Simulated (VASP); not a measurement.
Input of a VASP 6.6.1 run:

Contents of INCAR:

```
  PREC = Accurate
  ENCUT = 600
  EDIFF = 1E-6
  ISMEAR = -1
  SIGMA = 0.01
  LREAL = False
  LASPH = True
  NELM = 120
  ALGO = Normal
  ISIF = 2
  LWAVE = False
  LCHARG = False
  GGA = PS
  NBANDS = 11
  GGA_COMPAT = False
```

The input KPOINTS:

```
regular mesh
0
Gamma
  3 3 3
```

Contents of POSCAR:

```
MgO
1.0
    0.0000000000      2.1085000000      2.1085000000
    2.1085000000      0.0000000000      2.1085000000
    2.1085000000      2.1085000000      0.0000000000
Mg O
1 1
Direct
    0.0000000000      0.0200000000      0.0000000000
    0.5000000000      0.5000000000      0.5000000000
```

Potentials or basis: VASP PAW PBE potentials, release 64 (Mg, O).

The run is started by

```console
$ cat potpaw_PBE.64/Mg/POTCAR potpaw_PBE.64/O/POTCAR > POTCAR
$ mpirun -np 1 vasp_std > vasp.out
```

**Question.** Predict the largest force.

**Answer.** 0.311 eV/Å.

**Question.** What does it give for the band gap on the k mesh?

**Answer.** 4.55 eV, direct.

**Question.** Estimate the pressure.

**Answer.** -0.2 GPa.

Stress tensor (GPa, compression positive):
```
-0.03  0.00 -0.09
 0.00 -0.65  0.00
-0.09  0.00 -0.03
```

Caveat: the k points lie up to 0.86 Å⁻¹ apart; the PAW data sets were made with another functional, which shifts forces and pressure a little. PBEsol gaps usually lie below the measured ones, often by a third to a half.
